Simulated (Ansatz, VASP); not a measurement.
# Two plane-wave programs on Tl

```
Tl
1.0
     0.00000    3.68615    3.68615
     3.68615    0.00000    3.68615
     3.68615    3.68615    0.00000
Tl
2
Direct
  0.12500 0.12500 0.12500
  0.87500 0.87500 0.87500
```

Alike in both runs: task single point; functional revPBE; k mesh 12 × 12 × 12; occupations fermi-dirac, width 0.1 eV; no spin polarisation.

|  | VASP | Ansatz |
| --- | --- | --- |
| version | VASP 6.6.1 | Ansatz 0.2.0 |
| potentials or method | VASP PAW PBE potentials, release 64 (Tl_d), cutoff 520 eV | plane waves (420 eV) with PAW, scalar-relativistic |
| valence electrons in the cell | 26 | 26 |

```csv
,VASP,Ansatz,Ansatz less VASP
pressure (GPa),-0.4,-0.4,+0.04
```

VASP's potentials were made for PBE, not for revPBE.

Neither program's run includes spin-orbit coupling.
